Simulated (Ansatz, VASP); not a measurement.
## Two plane-wave programs on Ir

```
CELL_PARAMETERS angstrom
0.00000 1.90547 1.90547
1.90547 0.00000 1.90547
1.90547 1.90547 0.00000
ATOMIC_POSITIONS crystal
Ir 0.00000 0.00000 0.00000
```

Alike in both runs: task relaxation of cell and atoms; functional LDA; k mesh 18 × 18 × 18; occupations fermi-dirac, width 0.15 eV; no spin polarisation.

|  | VASP | Ansatz |
| --- | --- | --- |
| version | VASP 6.6.1 | Ansatz 0.2.0 |
| potentials or method | VASP PAW LDA potentials, release 64 (Ir), cutoff 600 eV | scalar-relativistic, plane waves, PAW |
| valence electrons in the cell | 9 | 17 |

|  | VASP | Ansatz | Ansatz less VASP |
| --- | --- | --- | --- |
| gap on the k mesh at the Fermi level, each at its own relaxed structure (eV) | none | none | - |
| relaxed volume (Å³/atom) | 13.95 | 13.86 | -0.092 |
| relaxed cell length with the largest relative difference (Å) | 2.702 | 2.696 | -0.0059 |

Ansatz warns that its potentials were made for another functional, while VASP's fit it. LDA's correlation is that of Perdew and Zunger in VASP and of Perdew and Wang (1992) in Ansatz. A gap of «none» marks a metal or a gap that the smearing closes. VASP's potentials hold 9 valence electrons a cell and Ansatz's 17, so a difference there can come from the potentials and not from the codes.

Spin-orbit coupling is off throughout.
